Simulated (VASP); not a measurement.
Input of a VASP 6.6.1 run:

The input INCAR:

```
  PREC = Accurate
  ENCUT = 520
  EDIFF = 1E-6
  ISMEAR = -1
  SIGMA = 0.1
  LREAL = F
  LASPH = T
  NELM = 60
  ALGO = Normal
  ISIF = 2
  LWAVE = F
  LCHARG = F
  GGA = PS
  NBANDS = 8
```

Contents of KPOINTS:

```
Automatic mesh
0
Gamma
  19 19 19
```

Contents of POSCAR:

```
B
1.0
    1.7980198101      0.0000000000      0.0000000000
    0.0000000000      1.7980198101      0.0000000000
    0.0000000000      0.0000000000      1.7980198101
B
1
Direct
    0.0000000000      0.0000000000      0.0000000000
```

Potentials or basis: VASP PAW PBE potentials, release 64 (B).

Run with:

```console
$ cat potpaw_PBE.64/B/POTCAR > POTCAR
$ mpirun -np 1 vasp_std > vasp.out
```

**Question.** Predict the pressure.

**Answer.** 39.7 GPa.

Caveat: the PAW data sets were made with another functional, which shifts forces and pressure a little.
